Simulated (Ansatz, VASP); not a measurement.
**One calculation of ZnO, two programs**

INCAR

```
  ALGO = Normal
  EDIFF = 1E-6
  ENCUT = 520
  GGA = PS
  ISIF = 2
  ISMEAR = -1
  LASPH = True
  LCHARG = True
  LELF = True
  LREAL = False
  LVHAR = True
  LWAVE = False
  NBANDS = 26
  NELM = 60
  PREC = Accurate
  SIGMA = 0.05
```

KPOINTS

```
k-points
0
Gamma
  9 9 4
```

POSCAR

```
ZnO
1.0
    3.3312348463      0.0000000000      0.0000000000
   -1.6656174231      2.8849340028      0.0000000000
    0.0000000000      0.0000000000      7.2242737071
Zn O
2 2
Direct
    0.0000000000      0.0000000000      0.2500000000
    0.0000000000      0.0000000000      0.7500000000
    0.6666666667      0.3333333333      0.7500000000
    0.3333333333      0.6666666667      0.2500000000
```

Contents of input.yaml:

```yaml
crystal:
  lattice:
    - [3.3312348463, 0.0, 0.0]
    - [-1.6656174231, 2.8849340028, 0.0]
    - [0.0, 0.0, 7.2242737071]
  atoms:
    - { symbol: Zn, position: [0.0, 0.0, 0.25] }
    - { symbol: Zn, position: [0.0, 0.0, 0.75] }
    - { symbol: O, position: [0.6666666667, 0.3333333333, 0.75] }
    - { symbol: O, position: [0.3333333333, 0.6666666667, 0.25] }
hamiltonian:
  xc: pbesol
  pseudopotentials: { kind: paw }
kpoints:
  mp_grid: { grid: [9, 9, 4] }
scf:
  occupations: { method: fermi_dirac, width: 0.05 }
output:
  forces: true
  stress: true
  eigenvalues: true
  write_density: true
  write_potential: true
  elf: true
  volumetric_format: npy
```

Alike in both runs: task single point; functional PBEsol; k mesh 9 × 9 × 4; occupations fermi-dirac, width 0.05 eV; no spin polarisation.

|  | VASP | Ansatz |
| --- | --- | --- |
| version | VASP 6.6.1 | Ansatz 0.2.0 |
| potentials or method | VASP PAW PBE potentials, release 64 (Zn, O) | Ansatz PAW |
| plane-wave cutoff (eV) | 520 | 420 |
| valence electrons in the cell | 36 | 36 |

```csv
,VASP,Ansatz,Ansatz less VASP
gap on the k mesh at the Fermi level (eV),0.75,0.75,+0.003
least direct gap on the mesh (eV),0.75,0.75,+0.003
pressure (GPa),-6.8,-7.4,-0.59
"traceless stress, the component that is largest in VASP (GPa)",5.94,6.61,+0.662
```

VASP's potentials were made for PBE, not for PBEsol.

Noted on Ansatz's run: odd divisions of the mesh miss points on the zone boundary, where band edges often lie, so the gap on the mesh can be too wide.
